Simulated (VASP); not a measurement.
A run of VASP 6.6.1 is set up as follows.

The input INCAR:

```
PREC     = Accurate       # precision mode
ENCUT    = 600            # plane-wave cutoff, eV
EDIFF    = 1E-6           # SCF threshold, eV
ISMEAR   = 0              # smearing method
SIGMA    = 0.1            # smearing width, eV
LREAL    = F              # projectors in reciprocal space
LASPH    = T              # aspherical terms in the spheres
NELM     = 80             # most SCF steps
ALGO     = Normal         # electronic algorithm
ISIF     = 3              # what is computed and relaxed
LWAVE    = F              # write WAVECAR
LCHARG   = F              # write CHGCAR
GGA      = PE             # functional
IBRION   = 2              # ionic algorithm
NSW      = 100            # ionic steps
EDIFFG   = -0.01          # ionic threshold
```

File KPOINTS:

```
Automatic mesh
0
Gamma
  6 6 10
```

POSCAR

```
AlGa2As3
1.0
    6.5913598399      0.0000000000      0.0000000000
   -3.2956799200      5.7082850668      0.0000000000
    0.0000000000      0.0000000000      3.6638720548
Al Ga As
1 2 3
Direct
    0.0000000000      0.0000000000      0.5000000000
    0.3333333333      0.6666666667      0.5000000000
    0.6666666667      0.3333333333      0.5000000000
    0.0000000000      0.5000000000      0.0000000000
    0.5000000000      0.0000000000      0.0000000000
    0.5000000000      0.5000000000      0.0000000000
```

Potentials or basis: VASP PAW PBE potentials, release 64 (Al, Ga_d, As).

The run is started by

```sh
$ cat potpaw_PBE.64/Al/POTCAR potpaw_PBE.64/Ga_d/POTCAR potpaw_PBE.64/As/POTCAR > POTCAR
$ mpirun -np 1 vasp_std > vasp.out
```

Q: Estimate the band gap on the k mesh.

A: Zero (bands 22 and 23 overlap by 1.92 eV).

Q: Predict the relaxed cell.

A: a = 6.428 Å, b = 6.428 Å, c = 3.846 Å, α = 90.00°, β = 90.00°, γ = 120.00°.

Q: Predict the space group after relaxing (to 0.1 Å).

A: P6/mmm (No. 191).

Final structure:
```
Al Ga As
1.0
     6.42763    0.00000    0.00000
    -3.21381    5.56649    0.00000
     0.00000    0.00000    3.84597
Al Ga As
1 2 3
Direct
  0.00000 0.00000 0.50000
  0.33333 0.66667 0.50000
  0.66667 0.33333 0.50000
  0.00000 0.50000 0.00000
  0.50000 0.00000 0.00000
  0.50000 0.50000 0.00000
```
